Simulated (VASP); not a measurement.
**PbO: single point with PBE**

Crystal: PbO.

```
Pb O
1.0
     0.00000    2.60652    2.60652
     2.60652    0.00000    2.60652
     2.60652    2.60652    0.00000
Pb O
1 1
Direct
  0.00000 0.00000 0.00000
  0.50000 0.50000 0.50000
```

| Property | Result |
| --- | --- |
| Program | VASP 6.6.1 |
| Task | single point |
| Functional | PBE |
| Potentials or basis | VASP PAW PBE potentials, release 64 (Pb_d, O) |
| Cutoff | 520 eV |
| k mesh | 6 × 6 × 6 |
| Occupations | gaussian, width 0.01 eV |
| Spin | no spin polarisation |
| Dipole correction | no |
| Further INCAR settings | ALGO = Normal; EDIFF = 1e-06; NBANDS = 17 |

| Quantity | Value |
| --- | --- |
| Pressure | 2.5 GPa |
| Band gap on the k mesh | 0.55 eV, direct |

Levels at points of the mesh, in eV from the valence-band top:
```tsv
k point	band 7	band 8	band 9	band 10	band 11	band 12	band 13	band 14
(0.00, 0.00, 0.00)	-7.37	-2.32	-2.32	-2.32	8.47	8.47	8.47	10.46
(0.50, 0.00, 0.00)	-8.42	-1.90	-1.90	0.00	0.55	5.14	5.14	10.26
(0.50, 0.50, 0.00)	-5.92	-5.26	-3.33	-3.33	4.13	6.45	6.45	6.71
```

Wall time 10 s on 1 thread of Intel(R) Xeon(R) Platinum 8175M CPU @ 2.50GHz (Skylake/Cascade Lake), on a shared host, peak memory 0.16 GiB.

Caveat: spin-orbit coupling is left out, which moves the levels of the heavy elements. A k mesh can miss the band edges.
